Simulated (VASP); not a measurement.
# Cu (I4/mmm) in VASP: notebook, part 2 of 2

VASP 6.6.1. The steps go on from the part before.

### Step 6. Single point, PBEsol (strain -0.040 along x and y, +0.000 along z)

Input file INCAR:

```
SYSTEM = Cu
ALGO = Fast
EDIFF = 1E-7
ENCUT = 520
GGA = PS
ISIF = 2
ISMEAR = 0
LASPH = .TRUE.
LCHARG = .FALSE.
LREAL = .FALSE.
LWAVE = .FALSE.
NBANDS = 12
NELM = 80
PREC = Accurate
SIGMA = 0.15
```

Input file KPOINTS:

```
k-points
0
G
  30 30 30
  0 0 0
```

Input file POSCAR:

```
Cu
1.0
   -1.3872880530      1.3872880530      1.3600072129
    1.3872880530     -1.3872880530      1.3600072129
    1.3872880530      1.3872880530     -1.3600072129
Cu
1
Direct
    0.0000000000      0.0000000000      0.0000000000
```

Potentials or basis: VASP PAW PBE potentials, release 64 (Cu).

Command:

```console
$ cat potpaw_PBE.64/Cu/POTCAR > POTCAR
$ mpirun -np 1 vasp_std > vasp.out
```

OUTCAR:

```text
SYSTEM = Cu
   EDIFF = 1E-7
   ENCUT = 520
   GGA = PS
   ISIF = 2
   ISMEAR = 0
   LASPH = .TRUE.
   LREAL = .FALSE.
   NELM = 80
   PREC = Accurate

 ion  position               nearest neighbor table
   1  0.000  0.000  0.000-

  LATTYP: Found a body centered tetragonal cell.
 ALAT       =     2.7745761060
 C/A-ratio  =     0.9803351294

  Lattice vectors:

 A1 = (  -1.3872880530,   1.3872880530,   1.3600072129)
 A2 = (   1.3872880530,  -1.3872880530,   1.3600072129)
 A3 = (   1.3872880530,   1.3872880530,  -1.3600072129)

Analysis of symmetry for initial positions (statically):
=====================================================================
 Subroutine PRICEL returns:
 Original cell was already a primitive cell.

 Routine SETGRP: Setting up the symmetry group for a
 body centered tetragonal supercell.

 Subroutine GETGRP returns: Found 16 space group operations
 (whereof 16 operations were pure point group operations)
 out of a pool of 16 trial point group operations.

The static configuration has the point symmetry D_4h.

Analysis of symmetry for dynamics (positions and initial velocities):
=====================================================================
 Subroutine PRICEL returns:
 Original cell was already a primitive cell.

 Routine SETGRP: Setting up the symmetry group for a
 body centered tetragonal supercell.

 Subroutine GETGRP returns: Found 16 space group operations
 (whereof 16 operations were pure point group operations)
 out of a pool of 16 trial point group operations.

The dynamic configuration has the point symmetry D_4h.

 Subroutine INISYM returns: Found 16 space group operations
 (whereof 16 operations are pure point group operations),
 and found     1 'primitive' translations

----------------------------------------------------------------------------------------

                                     Primitive cell

[... 115 lines left out ...]
   AEXX    =    0.0000 exact exchange contribution
   IVDW    =     0    specifies the selected vdW correction
   LEPSILON=     F    determine dielectric tensor
   LRPA    =     F    only Hartree local field effects (RPA)
 non-spin polarized calculation
 RMM-DIIS sequential band-by-band and
 Gauss-broadening in eV      SIGMA  =   0.15
  energy-cutoff  :      520.00
  volume of cell :       10.47
 maximum number of plane-waves:       303
 NGX is ok and might be reduce to    18
   NGX =  9   NGY =  9   NGZ =  9

 number of electron      11.0000010 magnetization

 Free energy of the ion-electron system (eV)
  ---------------------------------------------------
  ext. energy  EPLUGINS =         0.00000000
  ---------------------------------------------------
  free energy    TOTEN  =        -4.22515996 eV

  energy without entropy =       -4.22146493  energy(sigma->0) =       -4.22331244

 E-fermi :   9.0031     XC(G=0): -13.6287

 val. band max:        8.9949309152   @ k =  -0.2333   0.3667   0.2333
 cond. band min:       9.0036682323   @ k =  -0.1667  -0.3667   0.0667
 fundamental gap:      0.0087373172
 Fermi energy:         9.0031015741

 k-point     1 :       0.0000    0.0000    0.0000
  band No.  band energies     occupation
      1      -1.3562      2.00000
      2       5.4130      2.00000
      3       5.5054      2.00000
      4       5.5054      2.00000
      5       6.6403      2.00000
      6       6.7394      2.00000
      7      35.0245      0.00000
      8      35.0245      0.00000
      9      35.5251      0.00000
     10      39.6364      0.00000
     11      40.0518      0.00000
     12      40.1850      0.00000
[... 331 lines left out ...]
 k-point    24 :       0.2667    0.0333   -0.0000
  band No.  band energies     occupation
      1       1.6832      2.00000
      2       4.9156      2.00000
      3       5.4103      2.00000
      4       6.5389      2.00000
      5       6.6851      2.00000
      6       6.7733      2.00000
      7      21.9982      0.00000
      8      29.1907      0.00000
      9      30.4981      0.00000
     10      32.8905      0.00000
     11      35.8909      0.00000
     12      40.9273      0.00000

 [... further k-points ...]

------------------------ aborting loop because EDIFF is reached ----------------------------------------

  FORCE on cell =-STRESS in cart. coord.  units (eV):
  Direction    XX          YY          ZZ          XY          YZ          ZX
  --------------------------------------------------------------------------------------
  -------------------------------------------------------------------------------------
  Total        1.1343425      1.1343425      1.1178484      0.0000000     -0.0000000      0.0000000
  in kB      173.5882428    173.5882428    171.0641536      0.0000000     -0.0000000      0.0000000
  external PRESSURE =     172.7468797 kB  Pullay stress =       0.0000000 kB

 VOLUME and BASIS-vectors are now :
 -----------------------------------------------------------------------------
  energy-cutoff  :      520.00
  volume of cell :       10.47
      direct lattice vectors                 reciprocal lattice vectors
    -1.387288053  1.387288053  1.360007213     0.000000000  0.360415415  0.367645109
     1.387288053 -1.387288053  1.360007213     0.360415415  0.000000000  0.367645109
     1.387288053  1.387288053 -1.360007213     0.360415415  0.360415415  0.000000000

 POSITION                                       TOTAL-FORCE (eV/Angst)
 -----------------------------------------------------------------------------------
      0.00000      0.00000      0.00000        -0.000000      0.000000     -0.000000
 -----------------------------------------------------------------------------------
    total drift:                                0.000000      0.000000      0.000000

  FREE ENERGIE OF THE ION-ELECTRON SYSTEM (eV)
  ---------------------------------------------------
  free  energy   TOTEN  =        -4.2251599559 eV

  energy  without entropy=       -4.2214649325  energy(sigma->0) =       -4.22331244
```

OSZICAR:

```text
N       E                     dE             d eps       ncg     rms          rms(c)
DAV:   1     0.405439550106E+02    0.40544E+02   -0.53912E+03 54360   0.159E+03
DAV:   2    -0.409974413681E+01   -0.44644E+02   -0.41259E+02 49356   0.207E+02
DAV:   3    -0.532460316931E+01   -0.12249E+01   -0.12178E+01 54972   0.388E+01
DAV:   4    -0.533144098423E+01   -0.68378E-02   -0.68369E-02 53584   0.257E+00
DAV:   5    -0.533149888424E+01   -0.57900E-04   -0.57899E-04 55396   0.239E-01    0.834E+00
RMM:   6    -0.452278602613E+01    0.80871E+00   -0.30304E+00 60031   0.322E+01    0.390E+00
RMM:   7    -0.424788901283E+01    0.27490E+00   -0.36329E-01 59806   0.106E+01    0.117E+00
RMM:   8    -0.422747646600E+01    0.20413E-01   -0.18165E-02 61819   0.138E+00    0.392E-01
RMM:   9    -0.422502507213E+01    0.24514E-02   -0.56532E-03 62040   0.150E+00    0.393E-02
RMM:  10    -0.422515774609E+01   -0.13267E-03   -0.79705E-04 65251   0.350E-01    0.182E-02
RMM:  11    -0.422516688272E+01   -0.91366E-05   -0.13163E-04 63063   0.204E-01    0.346E-02
RMM:  12    -0.422515864729E+01    0.82354E-05   -0.44639E-05 68287   0.816E-02    0.314E-03
RMM:  13    -0.422515980864E+01   -0.11613E-05   -0.92635E-06 62787   0.282E-02    0.180E-03
RMM:  14    -0.422516004569E+01   -0.23706E-06   -0.76003E-07 56000   0.112E-02    0.290E-03
RMM:  15    -0.422515995593E+01    0.89762E-07   -0.45973E-07 51994   0.817E-03
   1 F= -.42251600E+01 E0= -.42233124E+01  d E =-.369502E-02
```

stdout:

```text
POSCAR found type information on POSCAR Cu
 POSCAR found :  1 types and       1 ions
 scaLAPACK will be used
 -----------------------------------------------------------------------------
|                                                                             |
|                                                                             |
|     You enforced a specific xc type in the INCAR file but a different       |
[... 39 lines left out ...]
WARNING in EDDRMM: call to ZHEGV failed, returncode =   6  3      9
WARNING in EDDRMM: call to ZHEGV failed, returncode =   6  3      9
WARNING in EDDRMM: call to ZHEGV failed, returncode =   6  3      9
WARNING in EDDRMM: call to ZHEGV failed, returncode =   6  3      9
WARNING in EDDRMM: call to ZHEGV failed, returncode =   6  3      9
WARNING in EDDRMM: call to ZHEGV failed, returncode =   6  3      9
WARNING in EDDRMM: call to ZHEGV failed, returncode =   6  3     11
```

Run time: 3.7 min. Hardware: 1 thread of Intel Xeon 8259CL, shared host; peak memory 0.35 GiB.

Results:

* Free energy: -4.2252 eV
* Pressure: 17.3 GPa
* Band gap on the k mesh: zero (an odd number of electrons rules out a gap without spin polarisation)

Levels at points of the mesh, in eV from the Fermi level:
```
           k point  band 2  band 3  band 4  band 5  band 6  band 7  band 8  band 9  band 10  band 11
(0.00, 0.00, 0.00)   -3.59   -3.50   -3.50   -2.36   -2.26   26.02   26.02   26.52    30.63    31.05
(0.50, 0.00, 0.00)   -4.43   -2.34   -2.15   -1.43   -0.90    5.09   18.28   18.84    22.68    26.25
(0.50, 0.50, 0.00)   -4.31   -2.42   -2.20   -1.44   -1.07    4.86   18.81   19.48    23.18    26.71
(0.50, 0.50, 0.50)   -5.38   -1.64   -1.64   -1.62    8.43    8.43    9.24   14.31    14.70    18.20
```

Caveat: the cell differs from its parent crystal (strain -0.040 along x and y, +0.000 along z); the cell stands under pressure; the PAW data sets were made with another functional, which shifts forces and pressure a little.

### Step 7. Summary

```csv
cell,further INCAR settings,gap on the mesh (eV),pressure (GPa)
"a = 2.258 Å, angles 107.9, 107.9, 112.7°, 1 atom",ALGO = Fast; EDIFF = 1e-06; NBANDS = 12,none,78.1
"a = 2.289 Å, angles 109.0, 109.0, 110.4°, 1 atom",ALGO = Fast; EDIFF = 1e-06; NBANDS = 12,none,58.4
"a = 2.320 Å, angles 110.1, 110.1, 108.2°, 1 atom",ALGO = Fast; EDIFF = 1e-07; NBANDS = 12,none,42.5
"a = 2.353 Å, angles 111.2, 111.2, 106.1°, 1 atom",ALGO = Fast; EDIFF = 1e-07; NBANDS = 12,none,29.7
"a = 2.387 Å, angles 108.9, 108.9, 110.5°, 1 atom",ALGO = Fast; EDIFF = 1e-07; NBANDS = 12,none,17.3
```

Alike in all rows: task single point; level PBEsol; potentials or basis VASP PAW PBE potentials, release 64 (Cu); no spin polarisation; k mesh 30 × 30 × 30; cutoff (eV) 520; smearing gaussian 0.15 eV.

Caveats: the cell stands under pressure; the PAW data sets were made with another functional, which shifts forces and pressure a little.

Total energies depend on the potentials used, so only differences within one code and one set of settings carry meaning.
